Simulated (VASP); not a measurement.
Set up this calculation in VASP 6.6.1, as the native input.

| Property | Result |
| --- | --- |
| Task | single point |
| Functional | r2SCAN |
| Potentials or basis | VASP PAW PBE potentials, release 64 (Li_sv, H) |
| Cutoff | 520 eV |
| k mesh | 6 × 6 × 6 |
| Occupations | gaussian, width 0.01 eV |
| Spin | no spin polarisation |
| Dipole correction | no |
| Further INCAR settings | ALGO = Normal; EDIFF = 1e-06; NBANDS = 9 |

LiH:

```xyz
2
Lattice="0.0000 2.0030 2.0030 2.0030 0.0000 2.0030 2.0030 2.0030 0.0000" Properties=species:S:1:pos:R:3 pbc="T T T"
Li    0.0000    0.0000    0.0000
H     2.0030    2.0030    2.0030
```

The input as run:

POSCAR

```
LiH
1.0
    0.0000000000      2.0029948929      2.0029948929
    2.0029948929      0.0000000000      2.0029948929
    2.0029948929      2.0029948929      0.0000000000
Li H
1 1
Direct
    0.0000000000      0.0000000000      0.0000000000
    0.5000000000      0.5000000000      0.5000000000
```

INCAR.step1

```
SYSTEM = LiH
PREC = Accurate
ENCUT = 520
ISMEAR = 0
SIGMA = 0.01
LREAL = .False.
LASPH = .True.
NELM = 100
NBANDS = 9
GGA = PE
ALGO = Normal
EDIFF = 1E-4
LWAVE = .True.
LCHARG = .False.
```

INCAR.step2

```
SYSTEM = LiH
PREC = Accurate
ENCUT = 520
EDIFF = 1E-6
ISMEAR = 0
SIGMA = 0.01
LREAL = .False.
LASPH = .True.
NELM = 100
ALGO = Normal
ISIF = 2
LWAVE = .False.
LCHARG = .True.
METAGGA = R2SCAN
LMIXTAU = .True.
LELF = .True.
LVHAR = .True.
NBANDS = 9
ISTART = 1
```

KPOINTS

```
Automatic mesh
0
Gamma
  6 6 6
  0 0 0
```

Potentials or basis: VASP PAW PBE potentials, release 64 (Li_sv, H).

Run with:

```sh
$ cat potpaw_PBE.64/Li_sv/POTCAR potpaw_PBE.64/H/POTCAR > POTCAR
$ cp INCAR.step1 INCAR
$ mpirun -np 1 vasp_std > vasp.out
$ cp INCAR.step2 INCAR
$ mpirun -np 1 vasp_std > vasp.out
```

It gave:

```json
{"Band gap on the k mesh": "3.58 eV"}
```

Caveat: the k points lie up to 0.45 Å⁻¹ apart.

It took 21 s on 1 thread of Intel Xeon 8259CL, on a shared host, peak memory 0.13 GiB.
